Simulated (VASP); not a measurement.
# CuSi16 (a cell with a defect) in VASP: single point with PBE

Aim: the single point of CuSi16 (a cell with a defect) with PBE.

All numbers are computed with VASP 6.6.1; they aren't measurements. Logs are shortened: lines on timing, memory, paths and dates and some standing lists are left out, and cuts for length are marked.

## (1) The cell of the first run

The cell holds a defect, 17 atoms: a = 7.679 Å, b = 7.679 Å, c = 7.679 Å, α = 60.00°, β = 60.00°, γ = 60.00°.

## (2) Single point, PBE

File INCAR:

```
  PREC = Accurate
  ENCUT = 520
  EDIFF = 1E-6
  ISMEAR = 0
  SIGMA = 0.05
  LREAL = Auto
  LASPH = T
  NELM = 60
  ALGO = Normal
  ISIF = 2
  LWAVE = F
  LCHARG = F
  GGA = PE
  NBANDS = 52
  NELECT = 74.0
```

File KPOINTS:

```
regular mesh
0
Gamma
  2 2 2
```

File POSCAR:

```
CuSi16
1.0
    0.0000000000      5.4300000000      5.4300000000
    5.4300000000      0.0000000000      5.4300000000
    5.4300000000      5.4300000000      0.0000000000
Si Cu
16 1
Direct
    0.0020594843      0.0114664825     -0.0151475138
    0.1299763352      0.1171704420      0.1231879374
   -0.0030620626      0.0103460405      0.4954581952
    0.1254401473      0.1360944751      0.6133467772
   -0.0043181400      0.5063956722     -0.0030291897
    0.1228412523      0.6367790055      0.1181314917
   -0.0002951197      0.5097251381      0.4912010129
    0.1153156538      0.6358769797      0.6221714549
    0.5115332413     -0.0343096685      0.0116724678
    0.6301190608      0.1171630755      0.1232787293
    0.4975709024      0.0103342541      0.4955322284
    0.6242348987      0.1167313996      0.6351722836
    0.5014971455      0.5064205341     -0.0028628913
    0.6278245856      0.5943509208      0.1507534991
    0.4901117864      0.4995149171      0.5206594843
    0.6269710866      0.6358683241      0.6223038674
    0.3716956722      0.3368726519      0.9205575506
```

Potentials or basis: VASP PAW PBE potentials, release 64 (Si, Cu).

Started as:

```console
> cat potpaw_PBE.64/Si/POTCAR potpaw_PBE.64/Cu/POTCAR > POTCAR
> mpirun -np 1 vasp_std > vasp.out
```

OUTCAR:

```text
PREC = Accurate
   ENCUT = 520
   EDIFF = 1E-6
   ISMEAR = 0
   LREAL = Auto
   LASPH = T
   NELM = 60
   ISIF = 2
   GGA = PE
   NELECT = 74.0

 ion  position               nearest neighbor table
   1  0.002  0.011  0.985-   4 2.33  10 2.34   2 2.34   6 2.35
   2  0.130  0.117  0.123-   1 2.34   3 2.34   9 2.40   5 2.44  17 2.52
   3  0.997  0.010  0.495-   4 2.33   2 2.34  12 2.34   8 2.35
   4  0.125  0.136  0.613-   1 2.33  11 2.33   3 2.33   7 2.34
   5  0.996  0.506  0.997-  14 2.32   8 2.35   6 2.37  17 2.38   2 2.44
   6  0.123  0.637  0.118-   7 2.34   1 2.35  13 2.37   5 2.37  17 2.73
   7  1.000  0.510  0.491-   8 2.34  16 2.34   6 2.34   4 2.34
   8  0.115  0.636  0.622-   7 2.34   3 2.35   5 2.35  15 2.36
   9  0.512  0.966  0.012-  14 2.33  17 2.34  12 2.37   2 2.40  10 2.40
  10  0.630  0.117  0.123-   1 2.34  11 2.34   9 2.40  13 2.44  17 2.51
  11  0.498  0.010  0.496-   4 2.33  10 2.34  12 2.34  16 2.35
  12  0.624  0.117  0.635-  11 2.34   3 2.34   9 2.37  15 2.40  17 2.76
  13  0.501  0.506  0.997-  14 2.32  16 2.35   6 2.37  17 2.38  10 2.44
  14  0.628  0.594  0.151-   5 2.32  13 2.32  15 2.33   9 2.33
  15  0.490  0.500  0.521-  14 2.33   8 2.36  16 2.36  12 2.40  17 2.51
  16  0.627  0.636  0.622-   7 2.34  11 2.35  13 2.35  15 2.36
  17  0.372  0.337  0.921-   9 2.34  13 2.38   5 2.38  10 2.51  15 2.51   2 2.52   6 2.73  12 2.76

  LATTYP: Found a face centered cubic cell.
 ALAT       =    10.8600000000

  Lattice vectors:

 A1 = (   0.0000000000,   5.4300000000,   5.4300000000)
 A2 = (   5.4300000000,   0.0000000000,   5.4300000000)
 A3 = (   5.4300000000,   5.4300000000,   0.0000000000)

Analysis of symmetry for initial positions (statically):
=====================================================================
 Subroutine PRICEL returns:
 Original cell was already a primitive cell.

 Routine SETGRP: Setting up the symmetry group for a
 face centered cubic supercell.

 Subroutine GETGRP returns: Found  1 space group operations
 (whereof  1 operations were pure point group operations)
 out of a pool of 48 trial point group operations.

The static configuration has the point symmetry C_1 .

Analysis of symmetry for dynamics (positions and initial velocities):
=====================================================================
 Subroutine PRICEL returns:
 Original cell was already a primitive cell.

 Routine SETGRP: Setting up the symmetry group for a
 face centered cubic supercell.

 Subroutine GETGRP returns: Found  1 space group operations
 (whereof  1 operations were pure point group operations)
 out of a pool of 48 trial point group operations.

The dynamic configuration has the point symmetry C_1 .

 Subroutine INISYM returns: Found  1 space group operations
 (whereof  1 operations are pure point group operations),
 and found     1 'primitive' translations

----------------------------------------------------------------------------------------

                                     Primitive cell

  volume of cell :     320.2060

  direct lattice vectors                    reciprocal lattice vectors
     0.000000000  5.430000000  5.430000000    -0.092081031  0.092081031  0.092081031
     5.430000000  0.000000000  5.430000000     0.092081031 -0.092081031  0.092081031
     5.430000000  5.430000000  0.000000000     0.092081031  0.092081031 -0.092081031

  length of vectors
     7.679179644  7.679179644  7.679179644     0.159489025  0.159489025  0.159489025

  position of ions in fractional coordinates (direct lattice)
     0.002059484  0.011466482  0.984852486
     0.129976335  0.117170442  0.123187937
     0.996937937  0.010346041  0.495458195
     0.125440147  0.136094475  0.613346777
     0.995681860  0.506395672  0.996970810
     0.122841252  0.636779006  0.118131492
[... 9 lines left out ...]
     0.626971087  0.635868324  0.622303867
     0.371695672  0.336872652  0.920557551

  ion indices of the primitive-cell ions
   primitive index   ion index
                 1           1
                 2           2
                 3           3
                 4           4
                 5           5
                 6           6
[... 9 lines left out ...]
                16          16
                17          17

----------------------------------------------------------------------------------------

 KPOINTS: regular mesh

Automatic generation of k-mesh.
 Grid dimensions read from file:
 generate k-points for:    2    2    2

 Generating k-lattice:

  Cartesian coordinates                     Fractional coordinates (reciprocal lattice)
    -0.046040516  0.046040516  0.046040516     0.500000000  0.000000000  0.000000000
     0.046040516 -0.046040516  0.046040516     0.000000000  0.500000000  0.000000000
     0.046040516  0.046040516 -0.046040516     0.000000000  0.000000000  0.500000000

  Length of vectors
     0.079744512  0.079744512  0.079744512

  Shift w.r.t. Gamma in fractional coordinates (k-lattice)
     0.000000000  0.000000000  0.000000000

 Subroutine IBZKPT returns following result:
 ===========================================

 Found      8 irreducible k-points:

 Following reciprocal coordinates:
            Coordinates               Weight
  0.000000  0.000000  0.000000      1.000000
  0.500000  0.000000  0.000000      1.000000
  0.000000  0.500000  0.000000      1.000000
  0.000000  0.000000  0.500000      1.000000
  0.500000  0.500000  0.500000      1.000000
  0.500000  0.500000  0.000000      1.000000
  0.000000  0.500000  0.500000      1.000000
  0.500000  0.000000  0.500000      1.000000
   k-points           NKPTS =      8   k-points in BZ     NKDIM =      8   number of bands    NBANDS=     52
   number of dos      NEDOS =    301   number of ions     NIONS =     17
   total plane-waves  NPLWV = 216000
   dimension x,y,z NGX =    60 NGY =   60 NGZ =   60
   dimension x,y,z NGXF=   120 NGYF=  120 NGZF=  120
   ions per type =              16   1
   NGX,Y,Z   is equivalent  to a cutoff of  12.99, 12.99, 12.99 a.u.
   NGXF,Y,Z  is equivalent  to a cutoff of  25.98, 25.98, 25.98 a.u.
 SYSTEM =  unknown system
   PREC   = accura    normal or accurate (medium, high low for compatibility)
   ISTART =      0    job   : 0-new  1-cont  2-samecut
   ICHARG =      2    charge: 1-file 2-atom 10-const
   ISPIN  =      1    spin polarized calculation?
   LNONCOLLINEAR =      F non collinear calculations
   LSORBIT =      F    spin-orbit coupling
   LASPH  =      T    aspherical Exc in radial PAW
   ENCUT  =  520.0 eV  38.22 Ry    6.18 a.u.  14.28 14.28 14.28*2*pi/ulx,y,z
   NELM   =     60;   NELMIN=  2; NELMDL= -5     # of ELM steps
   EDIFF  = 0.1E-05   stopping-criterion for ELM
   LREAL  =      T    real-space projection
   EDIFFG = 0.1E-04   stopping-criterion for IOM
   NSW    =      0    number of steps for IOM
   IBRION =     -1    ionic relax: 0-MD 1-quasi-New 2-CG
   NFREE  =      0    steps in history (QN), initial steepest desc. (CG)
   ISIF   =      2    stress and relaxation
   ISYM   =      2    0-nonsym 1-usesym 2-fastsym
   POTIM  = 0.5000    time-step for ionic-motion
   TEBEG  =    0.0;   TEEND  =   0.0 temperature during run
   PSTRESS=    0.0 pullay stress
   NELECT =      74.0000    total number of electrons
   NUPDOWN=      -1.0000    fix difference up-down
   EMIN   =  10.00;   EMAX   =-10.00  energy-range for DOS
   EFERMI =   0.00;   METHOD = LEGACY
   ISMEAR =     0;   SIGMA  =   0.05  broadening in eV -4-tet -1-fermi 0-gaus
   EFERMI_NEDOS =   21; number of points for ismear=-14 and -15
   IALGO  =     38    algorithm
   IMIX   =      4    mixing-type and parameters
     AMIX     =   0.40;   BMIX     =  1.00
     AMIX_MAG =   1.60;   BMIX_MAG =  1.00
  volume/ion in A,a.u.               =      18.84       127.11
  Fermi-wavevector in a.u.,A,eV,Ry     =   1.004636  1.898488 13.732283  1.009294
  Thomas-Fermi vector in A             =   2.137265
   LORBIT       =      0    0 simple, 1 ext, 2 COOP (PROOUT), +10 PAW based schemes
   GGA     = PE    functional components
   LHFCALC =     F    Hartree Fock is set to
   AEXX    =    0.0000 exact exchange contribution
   IVDW    =     0    specifies the selected vdW correction
   LEPSILON=     F    determine dielectric tensor
   LRPA    =     F    only Hartree local field effects (RPA)
 non-spin polarized calculation
 Gauss-broadening in eV      SIGMA  =   0.05
  energy-cutoff  :      520.00
  volume of cell :      320.21
 maximum number of plane-waves:      8646
 NGX is ok and might be reduce to    60
   NGX = 29   NGY = 29   NGZ = 29

 number of electron      73.9999994 magnetization

 Free energy of the ion-electron system (eV)
  ---------------------------------------------------
  ext. energy  EPLUGINS =         0.00000000
  ---------------------------------------------------
  free energy    TOTEN  =       -94.21845072 eV

  energy without entropy =      -94.21844541  energy(sigma->0) =      -94.21844807

 E-fermi :   6.3846     XC(G=0):  -9.6082

 val. band max:        6.2504811334   @ k =   0.0000   0.0000   0.0000
 cond. band min:       6.5186629295   @ k =   0.0000   0.0000   0.0000
 fundamental gap:      0.2681817961
 Fermi energy:         6.3845723989

 k-point     1 :       0.0000    0.0000    0.0000
  band No.  band energies     occupation
      1      -5.8949      2.00000
      2      -3.5393      2.00000
      3      -3.5121      2.00000
      4      -3.4805      2.00000
      5      -3.4677      2.00000
      6      -2.0385      2.00000
[... 41 lines left out ...]
     48       8.4658      0.00000
     49       8.6711      0.00000

 k-point     2 :       0.5000    0.0000    0.0000
  band No.  band energies     occupation
      1      -5.2150      2.00000
      2      -4.9464      2.00000
      3      -3.2987      2.00000
      4      -3.2646      2.00000
      5      -3.1634      2.00000
      6      -3.0382      2.00000
[... 41 lines left out ...]
     48       9.7929      0.00000
     49       9.9512      0.00000

 k-point     3 :       0.0000    0.5000    0.0000
  band No.  band energies     occupation
      1      -5.1908      2.00000
      2      -4.9810      2.00000
      3      -3.3248      2.00000
      4      -3.2031      2.00000
      5      -3.1658      2.00000
      6      -3.0370      2.00000
[... 41 lines left out ...]
     48       9.7492      0.00000
     49       9.8431      0.00000

 k-point     4 :       0.0000    0.0000    0.5000
  band No.  band energies     occupation
      1      -5.2423      2.00000
      2      -4.9158      2.00000
      3      -3.2751      2.00000
      4      -3.2551      2.00000
      5      -3.1855      2.00000
      6      -3.0474      2.00000
[... 41 lines left out ...]
     48       9.7989      0.00000
     49       9.8702      0.00000

 k-point     5 :       0.5000    0.5000    0.5000
  band No.  band energies     occupation
      1      -5.2148      2.00000
      2      -4.9467      2.00000
      3      -3.2989      2.00000
      4      -3.2644      2.00000
      5      -3.1631      2.00000
      6      -3.0381      2.00000
[... 41 lines left out ...]
     48       9.7925      0.00000
     49       9.9511      0.00000

 k-point     6 :       0.5000    0.5000    0.0000
  band No.  band energies     occupation
      1      -4.9333      2.00000
      2      -4.7201      2.00000
      3      -3.8707      2.00000
      4      -3.7789      2.00000
      5      -3.7468      2.00000
      6      -3.7392      2.00000
[... 41 lines left out ...]
     48      10.4909      0.00000
     49      10.5165      0.00000

 k-point     7 :       0.0000    0.5000    0.5000
  band No.  band energies     occupation
      1      -4.9266      2.00000
      2      -4.7287      2.00000
      3      -3.8726      2.00000
      4      -3.7706      2.00000
      5      -3.7558      2.00000
      6      -3.7330      2.00000
[... 41 lines left out ...]
     48      10.4867      0.00000
     49      10.5285      0.00000

 k-point     8 :       0.5000    0.0000    0.5000
  band No.  band energies     occupation
      1      -4.9334      2.00000
      2      -4.7200      2.00000
      3      -3.8707      2.00000
      4      -3.7790      2.00000
      5      -3.7466      2.00000
      6      -3.7393      2.00000
[... 41 lines left out ...]
     48      10.4908      0.00000
     49      10.5167      0.00000
 [bands above 49 left out]

------------------------ aborting loop because EDIFF is reached ----------------------------------------

  FORCE on cell =-STRESS in cart. coord.  units (eV):
  Direction    XX          YY          ZZ          XY          YZ          ZX
  --------------------------------------------------------------------------------------
  -------------------------------------------------------------------------------------
  Total       -2.1040463     -1.5007747     -1.5095698     -0.1905803      0.3370644      0.1901537
  in kB      -10.5277699     -7.5092503     -7.5532576     -0.9535844      1.6865296      0.9514497
  external PRESSURE =      -8.5300926 kB  Pullay stress =       0.0000000 kB

 VOLUME and BASIS-vectors are now :
 -----------------------------------------------------------------------------
  energy-cutoff  :      520.00
  volume of cell :      320.21
      direct lattice vectors                 reciprocal lattice vectors
     0.000000000  5.430000000  5.430000000    -0.092081031  0.092081031  0.092081031
     5.430000000  0.000000000  5.430000000     0.092081031 -0.092081031  0.092081031
     5.430000000  5.430000000  0.000000000     0.092081031  0.092081031 -0.092081031

 POSITION                                       TOTAL-FORCE (eV/Angst)
 -----------------------------------------------------------------------------------
      5.41001      5.35893      0.07345        -0.000051      0.000809     -0.001082
      1.30515      1.37468      1.34201        -0.002789     -0.000040     -0.005424
      2.74652      8.10371      5.46955        -0.003821     -0.001936      0.000032
      4.06947      4.01161      1.42013        -0.002313      0.000544     -0.000776
      8.16328     10.82010      8.15628         0.009245     -0.002092     -0.006868
      4.09916      1.30848      4.12474        -0.000352     -0.002348      0.000289
[... 9 lines left out ...]
      6.83187      6.78356      6.85722         0.001245     -0.001290     -0.001948
      6.82785      7.01693      3.84753         0.002510     -0.007375      0.005520
 -----------------------------------------------------------------------------------
    total drift:                                0.009274      0.003002     -0.004132

  FREE ENERGIE OF THE ION-ELECTRON SYSTEM (eV)
  ---------------------------------------------------
  free  energy   TOTEN  =       -94.2184507217 eV

  energy  without entropy=      -94.2184454147  energy(sigma->0) =      -94.21844807
```

Wall time 3.9 min (1 thread of Intel Xeon 6975P-C (Granite Rapids), shared host); peak memory 0.49 GiB.

What came out:

| Item | Value |
| --- | --- |
| Free energy | -94.2185 eV |
| Largest force | 0.012 eV/Å |

Forces on the atoms (eV/Å):
```
Si   0.000  0.001 -0.001
Si  -0.003  0.000 -0.005
Si  -0.004 -0.002  0.000
Si  -0.002  0.001 -0.001
Si   0.009 -0.002 -0.007
Si   0.000 -0.002  0.000
Si  -0.002  0.000 -0.001
Si   0.002  0.002  0.001
Si   0.003  0.003 -0.001
Si  -0.004  0.005 -0.001
Si  -0.003  0.000  0.002
Si   0.001 -0.002  0.003
Si   0.008  0.009  0.005
Si   0.001 -0.006  0.003
Si  -0.009  0.002  0.000
Si   0.001 -0.001 -0.002
Cu   0.003 -0.007  0.006
```

Caveat: the k points lie up to 0.50 Å⁻¹ apart; the cell carries a net charge on a neutralising background, which shifts energy and pressure; the cell is charged against a uniform background, so pressure and absolute levels hang on convention.
